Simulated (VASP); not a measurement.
A run of VASP 6.6.1 is set up as follows.

The input INCAR:

```
SYSTEM = Os
PREC = Accurate
ENCUT = 520
EDIFF = 1E-6
ISMEAR = 0
SIGMA = 0.1
LREAL = .FALSE.
LASPH = .TRUE.
NELM = 80
ALGO = Normal
ISIF = 2
LWAVE = .FALSE.
LCHARG = .TRUE.
LDIPOL = .TRUE.
IDIPOL = 3
DIPOL = 0.5 0.5 0.308
GGA = PE
LELF = .TRUE.
LVHAR = .TRUE.
LVACPOTAV = .TRUE.
NBANDS = 15
```

KPOINTS

```
regular mesh
0
G
  6 6 1
  0 0 0
```

Contents of POSCAR:

```
Os
1.0
    3.4169103213      0.0000000000      0.0000000000
    0.0000000000      3.4169103213      0.0000000000
    0.0000000000      0.0000000000     24.3362944000
Os
2
Direct
    0.5000000000      0.0000000000      0.3126202079
    0.0000000000      0.5000000000      0.3037431444
```

Potentials or basis: VASP PAW PBE potentials, release 64 (Os).

Launch:

```console
$ cat potpaw_PBE.64/Os/POTCAR > POTCAR
$ mpirun -np 1 vasp_std > vasp.out
```

Q: What does it give for the largest force?

A: 0.028 eV/Å.

Q: What does it give for the band gap on the k mesh?

A: Zero (bands 8 and 9 overlap by 1.48 eV).

Forces in eV/Å, atoms in the order of the input:
```
Os   0.000  0.000 -0.028
Os   0.000  0.000  0.028
```

Caveat: spin-orbit coupling is left out, which moves the levels of the heavy elements.
